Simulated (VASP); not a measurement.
# Sb (Im-3m) in VASP: notebook

Runs on Sb. Level: PBE. Tasks: single point, relaxation of cell and atoms.

All numbers are computed with VASP 6.6.1; they aren't measurements. Logs are shortened: lines on timing, memory, paths and dates and some standing lists are left out, and cuts for length are marked.

### 1 The cell of the first run

It takes space group Im-3m (No. 229, cubic). Conventional cell: a = 5.954 Å, b = 5.954 Å, c = 5.954 Å, α = 90.00°, β = 90.00°, γ = 90.00°. Within 3.9 Å of Sb (site symmetry 4/mmm) lie 4 Sb at 2.98 Å.

### 2 Single point, PBE

File INCAR:

```
PREC = Accurate
ENCUT = 520
EDIFF = 1E-6
ISMEAR = 0
SIGMA = 0.1
LREAL = F
LASPH = T
NELM = 100
ALGO = Normal
ISIF = 2
LWAVE = F
LCHARG = T
GGA = PE
LELF = T
LVHAR = T
NBANDS = 14
```

File KPOINTS:

```
regular mesh
0
Gamma
  12 12 12
```

File POSCAR:

```
Sb
1.0
   -2.9769157297      2.9769157297      2.9769157297
    2.9769157297     -2.9769157297      2.9769157297
    2.9769157297      2.9769157297     -2.9769157297
Sb
3
Direct
    0.0000000000      0.5000000000      0.5000000000
    0.5000000000      0.0000000000      0.5000000000
    0.5000000000      0.5000000000      0.0000000000
```

Potentials or basis: VASP PAW PBE potentials, release 64 (Sb).

Run with:

```console
cat potpaw_PBE.64/Sb/POTCAR > POTCAR
mpirun -np 1 vasp_std > vasp.out
```

OUTCAR:

```text
PREC = Accurate
   ENCUT = 520
   EDIFF = 1E-6
   ISMEAR = 0
   LREAL = F
   LASPH = T
   NELM = 100
   ISIF = 2
   GGA = PE

 ion  position               nearest neighbor table
   1  0.000  0.500  0.500-   2 2.98   3 2.98   3 2.98   2 2.98
   2  0.500  0.000  0.500-   1 2.98   3 2.98   3 2.98   1 2.98
   3  0.500  0.500  0.000-   1 2.98   2 2.98   2 2.98   1 2.98

  LATTYP: Found a body centered cubic cell.
 ALAT       =     5.9538314594

  Lattice vectors:

 A1 = (  -2.9769157297,   2.9769157297,   2.9769157297)
 A2 = (   2.9769157297,  -2.9769157297,   2.9769157297)
 A3 = (   2.9769157297,   2.9769157297,  -2.9769157297)

Analysis of symmetry for initial positions (statically):
=====================================================================
 Subroutine PRICEL returns:
 Original cell was already a primitive cell.

 Routine SETGRP: Setting up the symmetry group for a
 body centered cubic supercell.

 Subroutine GETGRP returns: Found 48 space group operations
 (whereof 48 operations were pure point group operations)
 out of a pool of 48 trial point group operations.

The static configuration has the point symmetry O_h .

Analysis of symmetry for dynamics (positions and initial velocities):
=====================================================================
 Subroutine PRICEL returns:
 Original cell was already a primitive cell.

 Routine SETGRP: Setting up the symmetry group for a
 body centered cubic supercell.

 Subroutine GETGRP returns: Found 48 space group operations
 (whereof 48 operations were pure point group operations)
 out of a pool of 48 trial point group operations.

The dynamic configuration has the point symmetry O_h .

 Subroutine INISYM returns: Found 48 space group operations
 (whereof 48 operations are pure point group operations),
 and found     1 'primitive' translations

----------------------------------------------------------------------------------------

                                     Primitive cell

  volume of cell :     105.5260

  direct lattice vectors                    reciprocal lattice vectors
    -2.976915730  2.976915730  2.976915730     0.000000000  0.167959071  0.167959071
     2.976915730 -2.976915730  2.976915730     0.167959071  0.000000000  0.167959071
     2.976915730  2.976915730 -2.976915730     0.167959071  0.167959071  0.000000000

  length of vectors
     5.156169294  5.156169294  5.156169294     0.237529996  0.237529996  0.237529996

  position of ions in fractional coordinates (direct lattice)
     0.000000000  0.500000000  0.500000000
     0.500000000  0.000000000  0.500000000
     0.500000000  0.500000000  0.000000000
[... 87 lines left out ...]
   TEBEG  =    0.0;   TEEND  =   0.0 temperature during run
   PSTRESS=    0.0 pullay stress
   NELECT =      15.0000    total number of electrons
   NUPDOWN=      -1.0000    fix difference up-down
   EMIN   =  10.00;   EMAX   =-10.00  energy-range for DOS
   EFERMI =   0.00;   METHOD = LEGACY
   ISMEAR =     0;   SIGMA  =   0.10  broadening in eV -4-tet -1-fermi 0-gaus
   EFERMI_NEDOS =   21; number of points for ismear=-14 and -15
   IALGO  =     38    algorithm
   IMIX   =      4    mixing-type and parameters
     AMIX     =   0.40;   BMIX     =  1.00
     AMIX_MAG =   1.60;   BMIX_MAG =  1.00
  volume/ion in A,a.u.               =      35.18       237.37
  Fermi-wavevector in a.u.,A,eV,Ry     =   0.854382  1.614548  9.931824  0.729968
  Thomas-Fermi vector in A             =   1.970970
   LORBIT       =      0    0 simple, 1 ext, 2 COOP (PROOUT), +10 PAW based schemes
   GGA     = PE    functional components
   LHFCALC =     F    Hartree Fock is set to
   AEXX    =    0.0000 exact exchange contribution
   IVDW    =     0    specifies the selected vdW correction
   LEPSILON=     F    determine dielectric tensor
   LRPA    =     F    only Hartree local field effects (RPA)
 non-spin polarized calculation
 Gauss-broadening in eV      SIGMA  =   0.10
  energy-cutoff  :      520.00
  volume of cell :      105.53
 maximum number of plane-waves:      2899
 NGX is ok and might be reduce to    40
   NGX = 19   NGY = 19   NGZ = 19

 number of electron      14.9999998 magnetization

 Free energy of the ion-electron system (eV)
  ---------------------------------------------------
  ext. energy  EPLUGINS =         0.00000000
  ---------------------------------------------------
  free energy    TOTEN  =       -10.76018286 eV

  energy without entropy =      -10.74662798  energy(sigma->0) =      -10.75340542

 E-fermi :   5.1509     XC(G=0):  -8.8525

 val. band max:        5.1458642313   @ k =   0.1667   0.0000   0.0000
 cond. band min:       5.1797911619   @ k =  -0.3333   0.4167   0.0833
 fundamental gap:      0.0339269306
 Fermi energy:         5.1509287656

 k-point     1 :       0.0000    0.0000    0.0000
  band No.  band energies     occupation
      1      -6.6336      2.00000
      2      -1.5444      2.00000
      3      -1.5444      2.00000
      4       1.6046      2.00000
      5       1.6046      2.00000
      6       1.6046      2.00000
      7       4.8727      1.99992
      8       4.8727      1.99992
      9       4.8727      1.99992
     10       8.5517      0.00000
     11       8.5517      0.00000
     12       8.5517      0.00000
     13       9.2400      0.00000
     14      11.1778      0.00000
[... 377 lines left out ...]
      1      -5.2303      2.00000
      2      -4.3639      2.00000
      3      -2.7795      2.00000
      4       1.8911      2.00000
      5       2.7167      2.00000
      6       4.5120      2.00000
      7       4.6938      2.00000
      8       5.3876      0.00082
      9       5.7960      0.00000
     10       6.5073      0.00000
     11       6.8543      0.00000
     12      10.0527      0.00000
     13      11.5079      0.00000
     14      11.6846      0.00000

 [... further k-points ...]
[... 5 lines left out ...]
  --------------------------------------------------------------------------------------
  -------------------------------------------------------------------------------------
  Total       -0.0046210     -0.0046210     -0.0046210     -0.0000000     -0.0000000     -0.0000000
  in kB       -0.0701603     -0.0701603     -0.0701603     -0.0000000     -0.0000000     -0.0000000
  external PRESSURE =      -0.0701603 kB  Pullay stress =       0.0000000 kB

 VOLUME and BASIS-vectors are now :
 -----------------------------------------------------------------------------
  energy-cutoff  :      520.00
  volume of cell :      105.53
      direct lattice vectors                 reciprocal lattice vectors
    -2.976915730  2.976915730  2.976915730     0.000000000  0.167959071  0.167959071
     2.976915730 -2.976915730  2.976915730     0.167959071  0.000000000  0.167959071
     2.976915730  2.976915730 -2.976915730     0.167959071  0.167959071  0.000000000

 POSITION                                       TOTAL-FORCE (eV/Angst)
 -----------------------------------------------------------------------------------
      2.97692      0.00000      0.00000         0.000000      0.000000     -0.000000
      0.00000      2.97692      0.00000        -0.000000      0.000000      0.000000
      0.00000      0.00000      2.97692         0.000000     -0.000000      0.000000
 -----------------------------------------------------------------------------------
    total drift:                               -0.000000     -0.000000      0.000000

  FREE ENERGIE OF THE ION-ELECTRON SYSTEM (eV)
  ---------------------------------------------------
  free  energy   TOTEN  =       -10.7601828586 eV

  energy  without entropy=      -10.7466279803  energy(sigma->0) =      -10.75340542
```

OSZICAR:

```text
N       E                     dE             d eps       ncg     rms          rms(c)
DAV:   1     0.613070675537E+02    0.61307E+02   -0.47080E+03  2016   0.797E+02
DAV:   2    -0.675585044221E+01   -0.68063E+02   -0.63969E+02  2654   0.134E+02
DAV:   3    -0.107170640233E+02   -0.39612E+01   -0.38708E+01  2532   0.365E+01
DAV:   4    -0.107670196502E+02   -0.49956E-01   -0.49913E-01  2418   0.476E+00
DAV:   5    -0.107679650263E+02   -0.94538E-03   -0.94536E-03  2592   0.730E-01    0.309E+00
DAV:   6    -0.107624964525E+02    0.54686E-02   -0.47843E-03  2448   0.388E-01    0.178E+00
DAV:   7    -0.107600718612E+02    0.24246E-02   -0.92481E-03  2436   0.529E-01    0.632E-02
DAV:   8    -0.107601786196E+02   -0.10676E-03   -0.44320E-04  2604   0.127E-01    0.173E-02
DAV:   9    -0.107601841128E+02   -0.54932E-05   -0.10504E-05  2752   0.226E-02    0.892E-03
DAV:  10    -0.107601826613E+02    0.14515E-05   -0.15164E-06  2450   0.641E-03    0.230E-03
DAV:  11    -0.107601828586E+02   -0.19728E-06   -0.87996E-08  1566   0.170E-03
   1 F= -.10760183E+02 E0= -.10753405E+02  d E =-.135549E-01
```

stdout:

```text
POSCAR found type information on POSCAR Sb
 POSCAR found :  1 types and       3 ions
 scaLAPACK will be used
 LDA part: xc-table for (Slater+PW92), standard interpolation
 POSCAR, INCAR and KPOINTS ok, starting setup
 FFT: planning ... GRIDC
 FFT: planning ... GRID_SOFT
 FFT: planning ... GRID
 WAVECAR not read
 entering main loop
```

It took 2.3 min on 1 thread of Intel Xeon 8259CL, shared host; peak memory 0.28 GiB.

What came out:

| Property | Result |
| --- | --- |
| Free energy | -10.7602 eV |
| Pressure | 0.0 GPa |

Caveat: spin-orbit coupling is left out, which moves the levels of the heavy elements.

### 3 Relaxation of cell and atoms, PBE

This run uses another cell than the first one, of 34.99 Å³/atom, 0.995 times its volume.

File INCAR:

```
PREC = Accurate ; ENCUT = 600
EDIFF = 1E-6 ; ISMEAR = 0
SIGMA = 0.1 ; LREAL = False
LASPH = True ; NELM = 60
ALGO = Normal ; ISIF = 3
LWAVE = False ; LCHARG = False
GGA = PE ; IBRION = 2
NSW = 100 ; EDIFFG = -0.01
```

KPOINTS is that of step 2.

File POSCAR:

```
Sb
1.0
   -2.9715687574      2.9715687574      2.9715687574
    2.9715687574     -2.9715687574      2.9715687574
    2.9715687574      2.9715687574     -2.9715687574
Sb
3
Direct
    0.0000000000      0.5000000000      0.5000000000
    0.5000000000      0.0000000000      0.5000000000
    0.5000000000      0.5000000000      0.0000000000
```

Potentials or basis: VASP PAW PBE potentials, release 64 (Sb).

Run with:

```console
cat potpaw_PBE.64/Sb/POTCAR > POTCAR
mpirun -np 1 vasp_std > vasp.out
```

Run time: 4.5 min. Hardware: 1 thread of Intel Xeon 8259CL, shared host; peak memory 0.32 GiB.

It converged, with:

```yaml
Free_energy: -10.7602 eV
Relaxed_volume: 35.17 Å³/atom
Relaxed_cell: a = 5.156 Å, b = 5.156 Å, c = 5.156 Å, α = 109.47°, β = 109.47°, γ = 109.47°
Space_group_after_relaxing_to_0.05_Å: Im-3m (No. 229)
Energy_gained_by_relaxing: 0.1 meV/atom
Ionic_steps: 3
Pressure_after_relaxing: 0.0 GPa
```

The path:
```tsv
step	energy change (eV)	largest force (eV/Å)	pressure (GPa)	volume (Å³)
1	0.0000	0.0000	0.22	104.96
2	-0.0003	0.0000	-0.07	105.69
3	-0.0004	0.0000	0.00	105.50
```

Final structure:
```cif
data_structure
_symmetry_space_group_name_H-M 'P 1'
_symmetry_Int_Tables_number 1
_cell_length_a 5.1557
_cell_length_b 5.1557
_cell_length_c 5.1557
_cell_angle_alpha 109.471
_cell_angle_beta 109.471
_cell_angle_gamma 109.471
_cell_volume 105.50
loop_
_atom_site_label
_atom_site_type_symbol
_atom_site_fract_x
_atom_site_fract_y
_atom_site_fract_z
_atom_site_occupancy
Sb1 Sb 0.00000 0.50000 0.50000 1
Sb2 Sb 0.50000 0.00000 0.50000 1
Sb3 Sb 0.50000 0.50000 0.00000 1
```

Levels at points of the mesh, in eV from the Fermi level:
```
           k point  band 6  band 7  band 8  band 9  band 10  band 11
(0.00, 0.00, 0.00)   -3.55   -0.28   -0.28   -0.28     3.40     3.40
(0.50, 0.00, 0.00)   -1.02   -0.73    0.23    0.63     1.34     1.94
(0.50, 0.50, 0.50)   -4.79    0.86    0.86    0.86     4.90     6.34
```

Caveat: spin-orbit coupling is left out, which moves the levels of the heavy elements.
